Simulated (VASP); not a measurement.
# NaCl (Fm-3m) in VASP: relaxation of cell and atoms with PBEsol

Aim: the relaxation of cell and atoms of NaCl with PBEsol.

Everything below comes from runs of VASP 6.6.1. Logs are shortened: lines on timing, memory, paths and dates and some standing lists are left out, and cuts for length are marked.

**1. The cell of the first run**

It takes space group Fm-3m (No. 225, cubic). Conventional cell: a = 5.291 Å, b = 5.291 Å, c = 5.291 Å, α = 90.00°, β = 90.00°, γ = 90.00°. Na (site symmetry m-3m) has 6 Cl at 2.65 Å within 3.5 Å. Within 3.5 Å of Cl (site symmetry m-3m) lie 6 Na at 2.65 Å.

**2. Relaxation of cell and atoms, PBEsol, target pressure 6.66 GPa, at which the enthalpy is minimised**

INCAR

```
ALGO     = Normal         # electronic algorithm
EDIFF    = 1E-7           # SCF threshold, eV
EDIFFG   = -0.002         # ionic threshold
ENCUT    = 600            # plane-wave cutoff, eV
GGA      = PS             # functional
IBRION   = 2              # ionic algorithm
ISIF     = 3              # what is computed and relaxed
ISMEAR   = 0              # smearing method
LASPH    = T              # aspherical terms in the spheres
LCHARG   = F              # write CHGCAR
LREAL    = F              # projectors in reciprocal space
LWAVE    = F              # write WAVECAR
NELM     = 100            # most SCF steps
NSW      = 80             # ionic steps
PREC     = Accurate       # precision mode
PSTRESS  = 66.6         
SIGMA    = 0.01           # smearing width, eV
```

KPOINTS

```
k-points
0
Gamma
  8 8 8
```

POSCAR

```
NaCl
1.0
    0.0000000000      2.6454494833      2.6454494833
    2.6454494833      0.0000000000      2.6454494833
    2.6454494833      2.6454494833      0.0000000000
Na Cl
1 1
Direct
    0.0000000000      0.0000000000      0.0000000000
    0.5000000000      0.5000000000      0.5000000000
```

Potentials or basis: VASP PAW PBE potentials, release 64 (Na_pv, Cl).

The run is started by

```bash
> cat potpaw_PBE.64/Na_pv/POTCAR potpaw_PBE.64/Cl/POTCAR > POTCAR
> mpirun -np 1 vasp_std > vasp.out
```

OUTCAR:

```text
EDIFF = 1E-7
   EDIFFG = -0.002
   ENCUT = 600
   GGA = PS
   IBRION = 2
   ISIF = 3
   ISMEAR = 0
   LASPH = T
   LREAL = F
   NELM = 100
   NSW = 80
   PREC = Accurate
   PSTRESS = 66.6

 ion  position               nearest neighbor table
   1  0.000  0.000  0.000-   2 2.65   2 2.65   2 2.65   2 2.65   2 2.65   2 2.65
   2  0.500  0.500  0.500-   1 2.65   1 2.65   1 2.65   1 2.65   1 2.65   1 2.65

  LATTYP: Found a face centered cubic cell.
 ALAT       =     5.2908989666

  Lattice vectors:

 A1 = (   0.0000000000,   2.6454494833,   2.6454494833)
 A2 = (   2.6454494833,   0.0000000000,   2.6454494833)
 A3 = (   2.6454494833,   2.6454494833,   0.0000000000)

Analysis of symmetry for initial positions (statically):
=====================================================================
 Subroutine PRICEL returns:
 Original cell was already a primitive cell.

 Routine SETGRP: Setting up the symmetry group for a
 face centered cubic supercell.

 Subroutine GETGRP returns: Found 48 space group operations
 (whereof 48 operations were pure point group operations)
 out of a pool of 48 trial point group operations.

The static configuration has the point symmetry O_h .

Analysis of symmetry for dynamics (positions and initial velocities):
=====================================================================
 Subroutine PRICEL returns:
 Original cell was already a primitive cell.

 Routine SETGRP: Setting up the symmetry group for a
 face centered cubic supercell.

 Subroutine GETGRP returns: Found 48 space group operations
 (whereof 48 operations were pure point group operations)
 out of a pool of 48 trial point group operations.

The dynamic configuration has the point symmetry O_h .

 Subroutine INISYM returns: Found 48 space group operations
 (whereof 48 operations are pure point group operations),
 and found     1 'primitive' translations

----------------------------------------------------------------------------------------

                                     Primitive cell

  volume of cell :      37.0278

  direct lattice vectors                    reciprocal lattice vectors
     0.000000000  2.645449483  2.645449483    -0.189003798  0.189003798  0.189003798
     2.645449483  0.000000000  2.645449483     0.189003798 -0.189003798  0.189003798
     2.645449483  2.645449483  0.000000000     0.189003798  0.189003798 -0.189003798

  length of vectors
     3.741230538  3.741230538  3.741230538     0.327364181  0.327364181  0.327364181

  position of ions in fractional coordinates (direct lattice)
     0.000000000  0.000000000  0.000000000
     0.500000000  0.500000000  0.500000000

  ion indices of the primitive-cell ions
   primitive index   ion index
                 1           1
                 2           2

----------------------------------------------------------------------------------------

 KPOINTS: k-points

Automatic generation of k-mesh.
 Grid dimensions read from file:
 generate k-points for:    8    8    8

 Generating k-lattice:

  Cartesian coordinates                     Fractional coordinates (reciprocal lattice)
    -0.023625475  0.023625475  0.023625475     0.125000000  0.000000000  0.000000000
     0.023625475 -0.023625475  0.023625475     0.000000000  0.125000000  0.000000000
     0.023625475  0.023625475 -0.023625475     0.000000000  0.000000000  0.125000000

  Length of vectors
     0.040920523  0.040920523  0.040920523

  Shift w.r.t. Gamma in fractional coordinates (k-lattice)
     0.000000000  0.000000000  0.000000000

 Subroutine IBZKPT returns following result:
[... 62 lines left out ...]
   EMIN   =  10.00;   EMAX   =-10.00  energy-range for DOS
   EFERMI =   0.00;   METHOD = LEGACY
   ISMEAR =     0;   SIGMA  =   0.01  broadening in eV -4-tet -1-fermi 0-gaus
   EFERMI_NEDOS =   21; number of points for ismear=-14 and -15
   IALGO  =     38    algorithm
   IMIX   =      4    mixing-type and parameters
     AMIX     =   0.40;   BMIX     =  1.00
     AMIX_MAG =   1.60;   BMIX_MAG =  1.00
  volume/ion in A,a.u.               =      18.51       124.94
  Fermi-wavevector in a.u.,A,eV,Ry     =   1.183790  2.237039 19.066647  1.401359
  Thomas-Fermi vector in A             =   2.320017
   LORBIT       =      0    0 simple, 1 ext, 2 COOP (PROOUT), +10 PAW based schemes
   GGA     = PS    functional components
   LHFCALC =     F    Hartree Fock is set to
   AEXX    =    0.0000 exact exchange contribution
   IVDW    =     0    specifies the selected vdW correction
   LEPSILON=     F    determine dielectric tensor
   LRPA    =     F    only Hartree local field effects (RPA)
 conjugate gradient relaxation of ions
 non-spin polarized calculation
 Gauss-broadening in eV      SIGMA  =   0.01
  energy-cutoff  :      600.00
  volume of cell :       37.03
 maximum number of plane-waves:      1254
 NGX is ok and might be reduce to    30
   NGX = 15   NGY = 15   NGZ = 15

--------------------------------------- Ionic step        1  -------------------------------------------

 number of electron      14.0000004 magnetization

 Free energy of the ion-electron system (eV)
  ---------------------------------------------------
  ext. energy  EPLUGINS =         0.00000000
  ---------------------------------------------------
  free energy    TOTEN  =        -6.87245162 eV

  energy without entropy =       -6.87245162  energy(sigma->0) =       -6.87245162

------------------------ aborting loop because EDIFF is reached ----------------------------------------

  FORCE on cell =-STRESS in cart. coord.  units (eV):
  Direction    XX          YY          ZZ          XY          YZ          ZX
  --------------------------------------------------------------------------------------
  -------------------------------------------------------------------------------------
  Total        1.5619012      1.5619012      1.5619012      0.0000000      0.0000000      0.0000000
  in kB       67.5827272     67.5827272     67.5827272      0.0000000      0.0000000      0.0000000
  external PRESSURE =       0.9827272 kB  Pullay stress =      66.6000000 kB

 VOLUME and BASIS-vectors are now :
 -----------------------------------------------------------------------------
  energy-cutoff  :      600.00
  volume of cell :       37.03
      direct lattice vectors                 reciprocal lattice vectors
     0.000000000  2.645449483  2.645449483    -0.189003798  0.189003798  0.189003798
     2.645449483  0.000000000  2.645449483     0.189003798 -0.189003798  0.189003798
     2.645449483  2.645449483  0.000000000     0.189003798  0.189003798 -0.189003798

 POSITION                                       TOTAL-FORCE (eV/Angst)
 -----------------------------------------------------------------------------------
      0.00000      0.00000      0.00000         0.000000      0.000000      0.000000
      2.64545      2.64545      2.64545        -0.000000     -0.000000     -0.000000
 -----------------------------------------------------------------------------------
    total drift:                               -0.000000      0.000000      0.000000

  FREE ENERGIE OF THE ION-ELECTRON SYSTEM (eV)
  ---------------------------------------------------
  free  energy   TOTEN  =        -6.8724516215 eV

  energy  without entropy=       -6.8724516215  energy(sigma->0) =       -6.87245162

  enthalpy is  TOTEN    =        -5.3332622322 eV   P V=        1.5391893893

--------------------------------------- Ionic step        2  -------------------------------------------

 number of electron      14.0000003 magnetization

 Free energy of the ion-electron system (eV)
  ---------------------------------------------------
  ext. energy  EPLUGINS =         0.00000000
  ---------------------------------------------------
  free energy    TOTEN  =        -6.87500263 eV

  energy without entropy =       -6.87500263  energy(sigma->0) =       -6.87500263

 E-fermi :   0.6237     XC(G=0):  -9.1997

 val. band max:        0.4698366768   @ k =   0.0000   0.0000   0.0000
 cond. band min:       6.2061251231   @ k =   0.0000   0.0000   0.0000
 fundamental gap:      5.7362884463
 Fermi energy:         0.6237395134

 k-point     1 :       0.0000    0.0000    0.0000
  band No.  band energies     occupation
      1     -19.9084      2.00000
      2     -19.9084      2.00000
      3     -19.9084      2.00000
      4     -12.7006      2.00000
      5       0.4698      2.00000
      6       0.4698      2.00000
      7       0.4698      2.00000
      8       6.2061      0.00000
      9      11.5887      0.00000
     10      11.5887      0.00000
     11      11.5887      0.00000
[... 309 lines left out ...]
 k-point    24 :      -0.3750    0.2500    0.1250
  band No.  band energies     occupation
      1     -19.9675      2.00000
      2     -19.9271      2.00000
      3     -19.9181      2.00000
      4     -12.0503      2.00000
      5      -1.8069      2.00000
      6      -0.6191      2.00000
      7      -0.1292      2.00000
      8       9.0637      0.00000
      9      10.5233      0.00000
     10      11.5062      0.00000
     11      12.7617      0.00000

 [... further k-points ...]

------------------------ aborting loop because EDIFF is reached ----------------------------------------

  FORCE on cell =-STRESS in cart. coord.  units (eV):
  Direction    XX          YY          ZZ          XY          YZ          ZX
  --------------------------------------------------------------------------------------
  -------------------------------------------------------------------------------------
  Total        1.5394520      1.5394520      1.5394520     -0.0000000     -0.0000000      0.0000000
  in kB       66.5020052     66.5020052     66.5020052     -0.0000000     -0.0000000      0.0000000
  external PRESSURE =      -0.0979948 kB  Pullay stress =      66.6000000 kB

 VOLUME and BASIS-vectors are now :
 -----------------------------------------------------------------------------
  energy-cutoff  :      600.00
  volume of cell :       37.09
      direct lattice vectors                 reciprocal lattice vectors
     0.000000000  2.646898761  2.646898761    -0.188900311  0.188900311  0.188900311
     2.646898761  0.000000000  2.646898761     0.188900311 -0.188900311  0.188900311
     2.646898761  2.646898761  0.000000000     0.188900311  0.188900311 -0.188900311

 POSITION                                       TOTAL-FORCE (eV/Angst)
 -----------------------------------------------------------------------------------
      0.00000      0.00000      0.00000        -0.000000     -0.000000     -0.000000
      2.64690      2.64690      2.64690         0.000000      0.000000      0.000000
 -----------------------------------------------------------------------------------
    total drift:                               -0.000000      0.000000      0.000000

  FREE ENERGIE OF THE ION-ELECTRON SYSTEM (eV)
  ---------------------------------------------------
  free  energy   TOTEN  =        -6.8750026321 eV

  energy  without entropy=       -6.8750026321  energy(sigma->0) =       -6.87500263

  enthalpy is  TOTEN    =        -5.3332821781 eV   P V=        1.5417204540

 reached required accuracy - stopping structural energy minimisation
```

It took 32 s on 1 thread of Intel Xeon 8259CL, shared host; peak memory 0.17 GiB.

Results:

| Property | Result |
| --- | --- |
| Free energy | -6.8750 eV |
| Relaxed volume | 18.54 Å³/atom |
| Relaxed cell | a = 3.743 Å, b = 3.743 Å, c = 3.743 Å, α = 60.00°, β = 60.00°, γ = 60.00° |
| Space group after relaxing (to 0.1 Å) | Fm-3m (No. 225) |
| Energy change on relaxing (the run minimises the enthalpy) | -1.3 meV/atom |
| Ionic steps | 2 |
| Pressure after relaxing | 6.7 GPa |
| Band gap on the k mesh | 5.74 eV |

The path:
```csv
step,energy change (eV),largest force (eV/Å),pressure (GPa),volume (Å³)
1,0.0000,0.0000,6.76,37.03
2,-0.0026,0.0000,6.65,37.09
```

Final structure:
```
Na Cl
1.0
     0.00000    2.64690    2.64690
     2.64690    0.00000    2.64690
     2.64690    2.64690    0.00000
Na Cl
1 1
Direct
  0.00000 0.00000 0.00000
  0.50000 0.50000 0.50000
```

Levels at points of the mesh, in eV from the valence-band top:
| k point | band 5 | band 6 | band 7 | band 8 | band 9 | band 10 |
| --- | --- | --- | --- | --- | --- | --- |
| (0.00, 0.00, 0.00) | 0.00 | 0.00 | 0.00 | 5.74 | 11.12 | 11.12 |
| (0.50, 0.00, 0.00) | -2.64 | -0.40 | -0.40 | 7.37 | 11.28 | 11.28 |
| (0.50, 0.50, 0.00) | -2.28 | -0.82 | -0.82 | 7.63 | 7.95 | 12.55 |

Caveat: the cell is relaxed towards a set pressure, so the run minimises the enthalpy, not the energy; the PAW data sets were made with another functional, which shifts forces and pressure a little.
